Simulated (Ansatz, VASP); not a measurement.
One calculation of Rh, two programs

```
Rh
1.0
     0.00000    1.90155    1.90155
     1.90155    0.00000    1.90155
     1.90155    1.90155    0.00000
Rh
1
Direct
  0.00000 0.00000 0.00000
```

Alike in both runs: task relaxation of cell and atoms; functional BLYP; k mesh 14 × 14 × 14; occupations fermi-dirac, width 0.05 eV; collinear spin.

|  | VASP | Ansatz |
| --- | --- | --- |
| version | VASP 6.6.1 | Ansatz 0.2.0 |
| potentials or method | VASP PAW PBE potentials, release 64 (Rh_pv), cutoff 600 eV | plane waves (420 eV) with PAW, scalar-relativistic |
| valence electrons in the cell | 15 | 17 |

Ansatz gave:

```
net moment per atom (μB)                                     : 0.00
relaxed volume (Å³/atom)                                     : 14.82
relaxed cell length with the largest relative difference (Å) : 2.757
```

**Question.** Estimate VASP's values.

**Answer.** net moment per atom (μB): 0.00; relaxed volume (Å³/atom): 14.85; relaxed cell length with the largest relative difference (Å): 2.759.

VASP's potentials were made for PBE, not for BLYP. VASP's potentials hold 15 valence electrons a cell and Ansatz's 17, so a difference there can come from the potentials and not from the codes. Ansatz's warnings: seeded moment not kept.
